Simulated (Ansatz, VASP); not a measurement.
**BN in VASP and in Ansatz**

Contents of POSCAR:

```
BN
1.0
    2.5055553615      0.0000000001      0.0000000000
   -1.2527776808      2.1698745936      0.0000000000
    0.0000000000      0.0000000000      6.6528827690
B N
2 2
Direct
    0.3333333333      0.6666666667      0.2500000000
    0.6666666667      0.3333333333      0.7500000000
    0.3333333333      0.6666666667      0.7500000000
    0.6666666667      0.3333333333      0.2500000000
```

INCAR.step1

```
SYSTEM = BN
PREC = Accurate ; ENCUT = 520
EDIFF = 1E-5 ; ISMEAR = 0
SIGMA = 0.05 ; LREAL = .False.
LASPH = .True. ; NELM = 60
ALGO = Normal ; ISIF = 2
LWAVE = .True. ; LCHARG = .False.
NBANDS = 16 ; GGA = PE
```

The input INCAR.step2:

```
SYSTEM = BN
PREC = Accurate ; ENCUT = 520
EDIFF = 1E-6 ; ISMEAR = 0
SIGMA = 0.05 ; LREAL = .False.
LASPH = .True. ; NELM = 60
ALGO = Normal ; ISIF = 2
LWAVE = .False. ; LCHARG = .False.
GGA = PE ; LHFCALC = .True.
AEXX = 0.1 ; PRECFOCK = Normal
NBANDS = 16 ; ISTART = 1
```

File KPOINTS:

```
Automatic mesh
0
Gamma
  6 6 2
  0 0 0
```

Input for Ansatz:

```yaml
crystal:
  lattice:
    - [2.5055553615, 1.0e-10, 0.0]
    - [-1.2527776808, 2.1698745936, 0.0]
    - [0.0, 0.0, 6.652882769]
  atoms:
    - { symbol: B, position: [0.3333333333, 0.6666666667, 0.25] }
    - { symbol: B, position: [0.6666666667, 0.3333333333, 0.75] }
    - { symbol: "N", position: [0.3333333333, 0.6666666667, 0.75] }
    - { symbol: "N", position: [0.6666666667, 0.3333333333, 0.25] }
basis:
  ecutwfc: 420
  ecutrho_ratio: 4
kpoints:
  mp_grid: { grid: [6, 6, 2] }
hamiltonian:
  xc: { exchange: pbe, correlation: pbe, exx: { coeff: 0.1 } }
scf:
  occupations: { method: gaussian, width: 0.05 }
  n_extra_bands: 11
output:
  forces: true
  stress: true
  eigenvalues: true
  populations: true
  dos: { projected: true, de: 0.02 }
  write_density: true
  write_potential: true
  elf: true
  volumetric_format: npy
```

Alike in both runs: task single point; functional PBE-based global hybrid with a share of 0.1 of exact exchange; k mesh 6 × 6 × 2; occupations gaussian, width 0.05 eV; no spin polarisation.

|  | VASP | Ansatz |
| --- | --- | --- |
| version | VASP 6.6.1 | Ansatz 0.2.0 |
| potentials or method | VASP PAW PBE potentials, release 64 (B, N), cutoff 520 eV | scalar-relativistic, plane waves, PAW |
| valence electrons in the cell | 16 | 16 |

```tsv
	VASP	Ansatz	Ansatz less VASP
gap on the k mesh at the Fermi level (eV)	5.10	5.09	-0.004
least direct gap on the mesh (eV)	5.50	5.49	-0.008
pressure (GPa)	0.9	0.8	-0.10
traceless stress, the component that is largest in VASP (GPa)	1.55	1.88	+0.324
```

VASP's potentials were made for PBE, not for PBE-based global hybrid. Ansatz's warnings: stress exchange threshold loose, stress scf threshold loose.

The k mesh is coarse, so the values compare programs but aren't converged.
